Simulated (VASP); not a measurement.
Zr2Nb:

```
Zr Nb
1.0
     0.00000    3.65369    3.65369
     3.65369    0.00000    3.65369
     3.65369    3.65369    0.00000
Zr Nb
4 2
Direct
  0.62500 0.62500 0.62500
  0.12500 0.62500 0.62500
  0.62500 0.62500 0.12500
  0.62500 0.12500 0.62500
  0.00000 0.00000 0.00000
  0.25000 0.25000 0.25000
```

| Quantity | Value |
| --- | --- |
| Program | VASP 6.6.1 |
| Task | relaxation of cell and atoms |
| Functional | PBE |
| Potentials or basis | VASP PAW PBE potentials, release 64 (Zr_sv, Nb_sv) |
| Cutoff | 600 eV |
| k mesh | 4 × 4 × 4 |
| Occupations | gaussian, width 0.1 eV |
| Spin | no spin polarisation |

At the start: pressure 48.6 GPa; volume 16.26 Å³/atom.

Problem. How do energy, volume and symmetry change on relaxing?

Solution. Over 5 steps the energy falls by 641.5 meV/atom and the volume is 21.52 Å³/atom (+32.4 %); space group Fd-3m (No. 227, to 0.1 Å) before and after.

The path:
```tsv
step	energy change (eV)	largest force (eV/Å)	pressure (GPa)	volume (Å³)
1	0.0000	0.0000	48.56	97.55
2	0.5259	0.0000	-18.88	184.96
3	-3.8349	0.0000	-1.87	131.68
4	-3.8483	0.0000	-0.45	129.83
5	-3.8491	0.0000	0.12	129.13
```

Final structure:
```
Zr Nb
1.0
     0.00000    4.01169    4.01169
     4.01169    0.00000    4.01169
     4.01169    4.01169    0.00000
Zr Nb
4 2
Direct
  0.62500 0.62500 0.62500
  0.12500 0.62500 0.62500
  0.62500 0.62500 0.12500
  0.62500 0.12500 0.62500
  0.00000 0.00000 0.00000
  0.25000 0.25000 0.25000
```

Caveat: the k points lie up to 0.34 Å⁻¹ apart in the final cell, too coarse for converged energies and pressures of a metal; the volume moved by over 15 % at a fixed basis, so the end points are rough.
